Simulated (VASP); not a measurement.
Here is a VASP 6.6.1 calculation.

Contents of INCAR:

```
SYSTEM = Ge
PREC     = Accurate       ! precision mode
ENCUT    = 520            ! plane-wave cutoff, eV
EDIFF    = 1E-6           ! SCF threshold, eV
ISMEAR   = 0              ! smearing method
SIGMA    = 0.01           ! smearing width, eV
LREAL    = .FALSE.        ! projectors in reciprocal space
LASPH    = .TRUE.         ! aspherical terms in the spheres
NELM     = 60             ! most SCF steps
ALGO     = Normal         ! electronic algorithm
ISIF     = 2              ! what is computed and relaxed
LWAVE    = .FALSE.        ! write WAVECAR
LCHARG   = .FALSE.        ! write CHGCAR
GGA      = PE             ! functional
NBANDS   = 21             ! bands
```

KPOINTS

```
Automatic mesh
0
G
  2 2 2
  0 0 0
```

File POSCAR:

```
Ge
1.0
    0.0000000000      2.8289100000      2.8289100000
    2.8289100000      0.0000000000      2.8289100000
    2.8289100000      2.8289100000      0.0000000000
Ge
2
Direct
    0.0000000000      0.0000000000      0.0000000000
    0.2500000000      0.2500000000      0.2500000000
```

Potentials or basis: VASP PAW PBE potentials, release 64 (Ge_d).

The run is started by

```console
$ cat potpaw_PBE.64/Ge_d/POTCAR > POTCAR
$ mpirun -np 1 vasp_std > vasp.out
```

(1) Predict the pressure.

(2) What does it give for the band gap on the k mesh?

## Answers

(1) 8.9 GPa.

(2) 0.06 eV, direct.

Caveat: the k points lie up to 0.96 Å⁻¹ apart.
